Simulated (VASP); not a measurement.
# C in VASP: notebook

C is run at these levels: PBEsol; tasks: single point.

Program: VASP 6.6.1. These are calculated values, not measurements. Logs are shortened: lines on timing, memory, paths and dates and some standing lists are left out, and cuts for length are marked.

### Step 1. The cell of the first run

The cell holds a slab with vacuum, 14 atoms: a = 2.459 Å, b = 4.612 Å, c = 25.605 Å, α = 90.00°, β = 90.00°, γ = 90.00°.

### Step 2. Single point, PBEsol

Contents of INCAR:

```
SYSTEM = C
PREC = Accurate ; ENCUT = 520
EDIFF = 1E-6 ; ISMEAR = 0
SIGMA = 0.05 ; LREAL = .FALSE.
LASPH = .TRUE. ; NELM = 80
ALGO = Normal ; ISIF = 2
LWAVE = .FALSE. ; LCHARG = .FALSE.
LDIPOL = .TRUE. ; IDIPOL = 3
DIPOL = 0.5 0.5 0.500 ; GGA = PS
NBANDS = 41
```

Contents of KPOINTS:

```
regular mesh
0
G
  11 6 1
  0 0 0
```

Contents of POSCAR:

```
C
1.0
    2.4588631394      0.0000000000      0.0000000000
    0.0000000000      4.6116489176      0.0000000000
    0.0000000000      0.0000000000     25.6054634754
C
14
Direct
    0.5000000000      0.3802911686      0.2929062388
    0.0000000000      0.4754210114      0.3146990206
    0.0000000000      0.6655285619      0.3583053623
    0.5000000000      0.7606584047      0.3800981440
    0.5000000000      0.9507659552      0.4237044857
    0.0000000000      0.0458957981      0.4454972675
    0.0000000000      0.2360033486      0.4891036091
    0.5000000000      0.3311331914      0.5108963909
    0.5000000000      0.5212407419      0.5545027325
    0.0000000000      0.6163705847      0.5762955143
    0.0000000000      0.8064781352      0.6199018560
    0.5000000000      0.9016079781      0.6416946377
    0.5000000000      0.0917155286      0.6853009794
    0.0000000000      0.1868453714      0.7070937612
```

Potentials or basis: VASP PAW PBE potentials, release 64 (C).

The run is started by

```sh
$ cat potpaw_PBE.64/C/POTCAR > POTCAR
$ mpirun -np 1 vasp_std > vasp.out
```

OUTCAR:

```text
SYSTEM = C
   PREC = Accurate
   ENCUT = 520
   EDIFF = 1E-6
   ISMEAR = 0
   LREAL = .FALSE.
   LASPH = .TRUE.
   NELM = 80
   ISIF = 2
   GGA = PS

 ion  position               nearest neighbor table
   1  0.500  0.380  0.293-   2 1.42   2 1.42
   2  0.000  0.475  0.315-   3 1.42   1 1.42   1 1.42
   3  0.000  0.666  0.358-   2 1.42   4 1.42   4 1.42
   4  0.500  0.761  0.380-   5 1.42   3 1.42   3 1.42
   5  0.500  0.951  0.424-   4 1.42   6 1.42   6 1.42
   6  0.000  0.046  0.445-   7 1.42   5 1.42   5 1.42
   7  0.000  0.236  0.489-   6 1.42   8 1.42   8 1.42
   8  0.500  0.331  0.511-   9 1.42   7 1.42   7 1.42
   9  0.500  0.521  0.555-   8 1.42  10 1.42  10 1.42
  10  0.000  0.616  0.576-  11 1.42   9 1.42   9 1.42
  11  0.000  0.806  0.620-  10 1.42  12 1.42  12 1.42
  12  0.500  0.902  0.642-  13 1.42  11 1.42  11 1.42
  13  0.500  0.092  0.685-  12 1.42  14 1.42  14 1.42
  14  0.000  0.187  0.707-  13 1.42  13 1.42

  LATTYP: Found a simple orthorhombic cell.
 ALAT       =     2.4588631394
 B/A-ratio  =     1.8755207818
 C/A-ratio  =    10.4135374861

  Lattice vectors:

 A1 = (   2.4588631394,   0.0000000000,   0.0000000000)
 A2 = (   0.0000000000,   4.6116489176,   0.0000000000)
 A3 = (   0.0000000000,   0.0000000000,  25.6054634754)

Analysis of symmetry for initial positions (statically):
=====================================================================
 Subroutine PRICEL returns:
 Original cell was already a primitive cell.

 Routine SETGRP: Setting up the symmetry group for a
 simple orthorhombic supercell.

 Subroutine GETGRP returns: Found  4 space group operations
 (whereof  2 operations were pure point group operations)
 out of a pool of  8 trial point group operations.

The static configuration has the point symmetry C_1h.
 The point group associated with its full space group is C_2h.

Analysis of symmetry for dynamics (positions and initial velocities):
=====================================================================
 Subroutine PRICEL returns:
 Original cell was already a primitive cell.

 Routine SETGRP: Setting up the symmetry group for a
 simple orthorhombic supercell.

 Subroutine GETGRP returns: Found  4 space group operations
 (whereof  2 operations were pure point group operations)
 out of a pool of  8 trial point group operations.

The dynamic configuration has the point symmetry C_1h.
 The point group associated with its full space group is C_2h.

 Subroutine INISYM returns: Found  4 space group operations
 (whereof  2 operations are pure point group operations),
 and found     1 'primitive' translations

----------------------------------------------------------------------------------------

                                     Primitive cell

  volume of cell :     290.3509

  direct lattice vectors                    reciprocal lattice vectors
     2.458863139  0.000000000  0.000000000     0.406692013  0.000000000  0.000000000
     0.000000000  4.611648918  0.000000000     0.000000000  0.216842179  0.000000000
     0.000000000  0.000000000 25.605463475     0.000000000  0.000000000  0.039054165

  length of vectors
     2.458863139  4.611648918 25.605463475     0.406692013  0.216842179  0.039054165

  position of ions in fractional coordinates (direct lattice)
     0.500000000  0.380291169  0.292906239
     0.000000000  0.475421011  0.314699021
     0.000000000  0.665528562  0.358305362
     0.500000000  0.760658405  0.380098144
     0.500000000  0.950765955  0.423704486
     0.000000000  0.045895798  0.445497268
     0.000000000  0.236003349  0.489103609
     0.500000000  0.331133191  0.510896391
     0.500000000  0.521240742  0.554502732
     0.000000000  0.616370585  0.576295514
     0.000000000  0.806478135  0.619901856
     0.500000000  0.901607978  0.641694638
     0.500000000  0.091715529  0.685300979
     0.000000000  0.186845371  0.707093761

  ion indices of the primitive-cell ions
   primitive index   ion index
                 1           1
                 2           2
                 3           3
                 4           4
                 5           5
                 6           6
                 7           7
                 8           8
                 9           9
                10          10
                11          11
                12          12
                13          13
                14          14

----------------------------------------------------------------------------------------

 KPOINTS: regular mesh

Automatic generation of k-mesh.
 Grid dimensions read from file:
 generate k-points for:   11    6    1

 Generating k-lattice:

  Cartesian coordinates                     Fractional coordinates (reciprocal lattice)
     0.036972001  0.000000000  0.000000000     0.090909091  0.000000000  0.000000000
     0.000000000  0.036140363  0.000000000     0.000000000  0.166666667  0.000000000
     0.000000000  0.000000000  0.039054165     0.000000000  0.000000000  1.000000000

  Length of vectors
     0.036972001  0.036140363  0.039054165

  Shift w.r.t. Gamma in fractional coordinates (k-lattice)
     0.000000000  0.000000000  0.000000000

 Subroutine IBZKPT returns following result:
 ===========================================

 Found     24 irreducible k-points:

 Following reciprocal coordinates:
            Coordinates               Weight
  0.000000  0.000000  0.000000      1.000000
  0.090909  0.000000  0.000000      2.000000
  0.181818  0.000000  0.000000      2.000000
  0.272727  0.000000  0.000000      2.000000
  0.363636  0.000000  0.000000      2.000000
  0.454545  0.000000  0.000000      2.000000
[... 16 lines left out ...]
  0.363636  0.500000  0.000000      2.000000
  0.454545  0.500000  0.000000      2.000000
   k-points           NKPTS =     24   k-points in BZ     NKDIM =     24   number of bands    NBANDS=     41
   number of dos      NEDOS =    301   number of ions     NIONS =     14
   total plane-waves  NPLWV = 124416
   dimension x,y,z NGX =    18 NGY =   36 NGZ =  192
   dimension x,y,z NGXF=    36 NGYF=   72 NGZF=  384
   ions per type =              14
   NGX,Y,Z   is equivalent  to a cutoff of  12.17, 12.98, 12.47 a.u.
   NGXF,Y,Z  is equivalent  to a cutoff of  24.34, 25.96, 24.93 a.u.
 SYSTEM =  C
   PREC   = accura    normal or accurate (medium, high low for compatibility)
   ISTART =      0    job   : 0-new  1-cont  2-samecut
   ICHARG =      2    charge: 1-file 2-atom 10-const
   ISPIN  =      1    spin polarized calculation?
   LNONCOLLINEAR =      F non collinear calculations
   LSORBIT =      F    spin-orbit coupling
   LASPH  =      T    aspherical Exc in radial PAW
   ENCUT  =  520.0 eV  38.22 Ry    6.18 a.u.   4.57  8.57 47.61*2*pi/ulx,y,z
   NELM   =     80;   NELMIN=  2; NELMDL= -5     # of ELM steps
   EDIFF  = 0.1E-05   stopping-criterion for ELM
   LREAL  =      F    real-space projection
   EDIFFG = 0.1E-04   stopping-criterion for IOM
   NSW    =      0    number of steps for IOM
   IBRION =     -1    ionic relax: 0-MD 1-quasi-New 2-CG
   NFREE  =      0    steps in history (QN), initial steepest desc. (CG)
   ISIF   =      2    stress and relaxation
   ISYM   =      2    0-nonsym 1-usesym 2-fastsym
   POTIM  = 0.5000    time-step for ionic-motion
   TEBEG  =    0.0;   TEEND  =   0.0 temperature during run
   PSTRESS=    0.0 pullay stress
   NELECT =      56.0000    total number of electrons
   NUPDOWN=      -1.0000    fix difference up-down
   EMIN   =  10.00;   EMAX   =-10.00  energy-range for DOS
   EFERMI =   0.00;   METHOD = LEGACY
   ISMEAR =     0;   SIGMA  =   0.05  broadening in eV -4-tet -1-fermi 0-gaus
   EFERMI_NEDOS =   21; number of points for ismear=-14 and -15
   IALGO  =     38    algorithm
   IMIX   =      4    mixing-type and parameters
     AMIX     =   0.40;   BMIX     =  1.00
     AMIX_MAG =   1.60;   BMIX_MAG =  1.00
  volume/ion in A,a.u.               =      20.74       139.96
  Fermi-wavevector in a.u.,A,eV,Ry     =   0.945866  1.787428 12.172630  0.894663
  Thomas-Fermi vector in A             =   2.073809
   LORBIT       =      0    0 simple, 1 ext, 2 COOP (PROOUT), +10 PAW based schemes
   GGA     = PS    functional components
   LHFCALC =     F    Hartree Fock is set to
   AEXX    =    0.0000 exact exchange contribution
   IVDW    =     0    specifies the selected vdW correction
   LEPSILON=     F    determine dielectric tensor
   LRPA    =     F    only Hartree local field effects (RPA)
 non-spin polarized calculation
 Gauss-broadening in eV      SIGMA  =   0.05
  energy-cutoff  :      520.00
  volume of cell :      290.35
 maximum number of plane-waves:      7903
   NGX =  9   NGY = 17   NGZ = 95

 number of electron      56.0000012 magnetization

 dipolmoment           0.000000      0.000000      0.000000 electrons x Angstroem

 Free energy of the ion-electron system (eV)
  ---------------------------------------------------
  ext. energy  EPLUGINS =         0.00000000
  ---------------------------------------------------
  free energy    TOTEN  =      -128.01664469 eV

  energy without entropy =     -127.99768295  energy(sigma->0) =     -128.00716382

 E-fermi :  -1.6719     XC(G=0):  -5.1613

 val. band max:       -1.6733159676   @ k =   0.1818   0.1667   0.0000
 cond. band min:      -1.6697817398   @ k =   0.0000   0.1667   0.0000
 fundamental gap:      0.0035342278
 Fermi energy:        -1.6718797676

 k-point     1 :       0.0000    0.0000    0.0000
  band No.  band energies     occupation
      1     -21.1112      2.00000
      2     -20.6796      2.00000
      3     -20.0376      2.00000
      4     -19.1966      2.00000
      5     -18.1759      2.00000
      6     -17.0058      2.00000
[... 32 lines left out ...]
     39       5.6416      0.00000
     40       5.7923      0.00000

 k-point     2 :       0.0909    0.0000    0.0000
  band No.  band energies     occupation
      1     -20.9634      2.00000
      2     -20.5327      2.00000
      3     -19.8923      2.00000
      4     -19.0533      2.00000
      5     -18.0357      2.00000
      6     -16.8704      2.00000
[... 32 lines left out ...]
     39       5.8210      0.00000
     40       6.3095      0.00000

 k-point     3 :       0.1818    0.0000    0.0000
  band No.  band energies     occupation
      1     -20.5215      2.00000
      2     -20.0937      2.00000
      3     -19.4576      2.00000
      4     -18.6251      2.00000
      5     -17.6172      2.00000
      6     -16.4670      2.00000
[... 32 lines left out ...]
     39       5.9521      0.00000
     40       6.4478      0.00000

 k-point     4 :       0.2727    0.0000    0.0000
  band No.  band energies     occupation
      1     -19.7902      2.00000
      2     -19.3672      2.00000
      3     -18.7388      2.00000
      4     -17.9181      2.00000
      5     -16.9286      2.00000
      6     -15.8081      2.00000
[... 32 lines left out ...]
     39       5.8365      0.00000
     40       6.0773      0.00000
[... 772 lines left out ...]
     39       6.6500      0.00000
     40       6.9270      0.00000

 k-point    23 :       0.3636    0.5000    0.0000
  band No.  band energies     occupation
      1     -18.6623      2.00000
      2     -18.3018      2.00000
      3     -17.7515      2.00000
      4     -17.0057      2.00000
      5     -16.0845      2.00000
      6     -15.0801      2.00000
[... 32 lines left out ...]
     39       7.5560      0.00000
     40       7.7483      0.00000

 k-point    24 :       0.4545    0.5000    0.0000
  band No.  band energies     occupation
      1     -17.4030      2.00000
      2     -17.0524      2.00000
      3     -16.5323      2.00000
      4     -15.9509      2.00000
      5     -15.9006      2.00000
      6     -15.7042      2.00000
[... 32 lines left out ...]
     39       7.4666      0.00000
     40       8.0132      0.00000
 [bands above 40 left out]

------------------------ aborting loop because EDIFF is reached ----------------------------------------

 vacuum level on the upper side and lower side of the slab       (xc-potential included)        -0.129        -0.129

  FORCE on cell =-STRESS in cart. coord.  units (eV):
  Direction    XX          YY          ZZ          XY          YZ          ZX
  --------------------------------------------------------------------------------------
  -------------------------------------------------------------------------------------
  Total        1.2521055      0.2208811      0.3791030      0.0000000      0.5992334      0.0000000
  in kB        6.9092083      1.2188380      2.0919175      0.0000000      3.3066130      0.0000000
  external PRESSURE =       3.4066546 kB  Pullay stress =       0.0000000 kB

 VOLUME and BASIS-vectors are now :
 -----------------------------------------------------------------------------
  energy-cutoff  :      520.00
  volume of cell :      290.35
      direct lattice vectors                 reciprocal lattice vectors
     2.458863139  0.000000000  0.000000000     0.406692013  0.000000000  0.000000000
     0.000000000  4.611648918  0.000000000     0.000000000  0.216842179  0.000000000
     0.000000000  0.000000000 25.605463475     0.000000000  0.000000000  0.039054165

 POSITION                                       TOTAL-FORCE (eV/Angst)
 -----------------------------------------------------------------------------------
      1.22943      1.75377      7.50000         0.000000      1.065193      1.490532
      0.00000      2.19247      8.05801         0.000000     -1.673650     -2.204142
      0.00000      3.06918      9.17457         0.000000      0.623244      0.754117
      1.22943      3.50789      9.73259         0.000000     -0.124686     -0.179679
      1.22943      4.38460     10.84915         0.000000      0.071662      0.096059
      0.00000      0.21166     11.40716         0.000000     -0.024544     -0.038579
      0.00000      1.08836     12.52372         0.000000      0.015455      0.024323
      1.22943      1.52707     13.08174         0.000000     -0.015455     -0.024323
      1.22943      2.40378     14.19830         0.000000      0.024544      0.038579
      0.00000      2.84248     14.75631         0.000000     -0.071662     -0.096059
      0.00000      3.71919     15.87287         0.000000      0.124686      0.179679
      1.22943      4.15790     16.43089         0.000000     -0.623244     -0.754117
      1.22943      0.42296     17.54745         0.000000      1.673650      2.204142
      0.00000      0.86167     18.10546         0.000000     -1.065193     -1.490532
 -----------------------------------------------------------------------------------
    total drift:                                0.000000      0.000000      0.000003

  FREE ENERGIE OF THE ION-ELECTRON SYSTEM (eV)
  ---------------------------------------------------
  free  energy   TOTEN  =      -128.0166446907 eV

  energy  without entropy=     -127.9976829496  energy(sigma->0) =     -128.00716382

 vacuum level on the upper side and lower side of the slab         4.495         4.495
```

Run time: 3.8 min. Hardware: 1 thread of Intel Xeon 6975P-C (Granite Rapids), shared host; peak memory 0.42 GiB.

What came out:

| Quantity | Value |
| --- | --- |
| Free energy | -128.0166 eV |
| Largest force | 2.768 eV/Å |
| Band gap on the k mesh | zero (band 28 reaches -1.60 eV, above the bottom of band 29 at -1.79 eV) |

Forces on the atoms (eV/Å):
```
C    0.000  1.065  1.491
C    0.000 -1.674 -2.204
C    0.000  0.623  0.754
C    0.000 -0.125 -0.180
C    0.000  0.072  0.096
C    0.000 -0.025 -0.039
C    0.000  0.015  0.024
C    0.000 -0.015 -0.024
C    0.000  0.025  0.039
C    0.000 -0.072 -0.096
C    0.000  0.125  0.180
C    0.000 -0.623 -0.754
C    0.000  1.674  2.204
C    0.000 -1.065 -1.491
```

Caveat: the PAW data sets were made with another functional, which shifts forces and pressure a little.

### Step 3. Single point, PBEsol

Contents of INCAR:

```
SYSTEM = C
PREC = Accurate ; ENCUT = 520
EDIFF = 1E-6 ; ISMEAR = 0
SIGMA = 0.05 ; LREAL = .FALSE.
LASPH = .TRUE. ; NELM = 80
ALGO = Normal ; ISIF = 2
LWAVE = .FALSE. ; LCHARG = .TRUE.
LDIPOL = .TRUE. ; IDIPOL = 3
DIPOL = 0.5 0.5 0.500 ; GGA = PS
LELF = .TRUE. ; LVHAR = .TRUE.
LVACPOTAV = .TRUE. ; NBANDS = 41
```

KPOINTS is that of step 2.

Contents of POSCAR:

```
C
1.0
    2.4588631394      0.0000000000      0.0000000000
    0.0000000000      4.6116489176      0.0000000000
    0.0000000000      0.0000000000     25.6054634754
C
14
Direct
    0.5000000000      0.3257252716      0.3035420178
    0.0000000000      0.4187294443      0.3207760724
    0.0000000000      0.6352665945      0.3628937023
    0.5000000000      0.7360476161      0.3830841147
    0.5000000000      0.9387192118      0.4253984194
    0.0000000000      0.0373592847      0.4464742923
    0.0000000000      0.2346787135      0.4893632648
    0.5000000000      0.3324239104      0.5106421613
    0.5000000000      0.5297490046      0.5535302424
    0.0000000000      0.6283950845      0.5746051183
    0.0000000000      0.8310831118      0.6169169642
    0.5000000000      0.9318761760      0.6371056069
    0.5000000000      0.1484414713      0.6792178509
    0.0000000000      0.2414608848      0.6964501722
```

Potentials or basis: VASP PAW PBE potentials, release 64 (C).

The run is started by

```sh
$ cat potpaw_PBE.64/C/POTCAR > POTCAR
$ mpirun -np 1 vasp_std > vasp.out
```

Wall time 5 min (1 thread of Intel Xeon 6975P-C (Granite Rapids), shared host); peak memory 0.41 GiB.

Results (log left out):

* Free energy: -128.2476 eV
* Largest force: 0.049 eV/Å
* Band gap on the k mesh: zero (band 28 reaches -1.16 eV, above the bottom of band 29 at -1.61 eV)

Forces on the atoms (eV/Å):
```
C    0.000 -0.032 -0.038
C    0.000 -0.001  0.006
C    0.000 -0.013 -0.015
C    0.000  0.011  0.002
C    0.000 -0.002 -0.004
C    0.000  0.008  0.010
C    0.000 -0.011 -0.015
C    0.000  0.011  0.015
C    0.000 -0.008 -0.010
C    0.000  0.002  0.004
C    0.000 -0.011 -0.002
C    0.000  0.013  0.015
C    0.000  0.002 -0.006
C    0.000  0.031  0.038
```

Levels at points of the mesh, in eV from the Fermi level:
| k point | band 25 | band 26 | band 27 | band 28 | band 29 | band 30 | band 31 | band 32 |
| --- | --- | --- | --- | --- | --- | --- | --- | --- |
| (0.00, 0.00, 0.00) | -3.65 | -3.33 | -3.07 | 0.08 | 0.10 | 2.27 | 3.98 | 4.17 |
| (0.00, 0.50, 0.00) | -3.34 | -3.22 | -2.53 | 0.16 | 0.18 | 2.36 | 3.70 | 5.34 |

Caveat: the PAW data sets were made with another functional, which shifts forces and pressure a little.
